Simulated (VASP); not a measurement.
Si3N4 (Si3N4 (P6_3/m)), 28 atoms in the cell. The structure is hexagonal, space group P6_3/m (No. 176). The conventional cell has a = 7.664 Å, b = 7.664 Å, c = 2.926 Å, α = 90.00°, β = 90.00°, γ = 120.00°. Within 2.3 Å of Si (site symmetry m) lie 4 N at 1.74 to 1.75 Å. N (site symmetry -6) has 3 Si at 1.74 Å within 2.3 Å. Within 2.3 Å of N (site symmetry m) lie 3 Si at 1.75 Å. 

* Program: VASP 6.6.1
* Task: single point
* Functional: PBE
* Potentials or basis: VASP PAW PBE potentials, release 64 (Si, N)
* Cutoff: 600 eV
* k mesh: 1 × 1 × 1
* Occupations: gaussian, width 0.01 eV
* Spin: no spin polarisation
* Dipole correction: no
* Further INCAR settings: ALGO = Normal; EDIFF = 1e-06; NBANDS = 84

Potentials or basis: VASP PAW PBE potentials, release 64 (Si, N).

The run is started by

```console
$ cat potpaw_PBE.64/Si/POTCAR potpaw_PBE.64/N/POTCAR > POTCAR
$ mpirun -np 1 vasp_gam > vasp.out
```

Hardware: 1 thread of Intel(R) Xeon(R) 6975P-C (Granite Rapids) (shared host).

Question: How long does it take, and how much memory?

Answer: Run time: 29 s on 1 thread of Intel(R) Xeon(R) 6975P-C (Granite Rapids) (shared host), peak memory 0.43 GiB. Counts: scf iterations 16, k points 1.
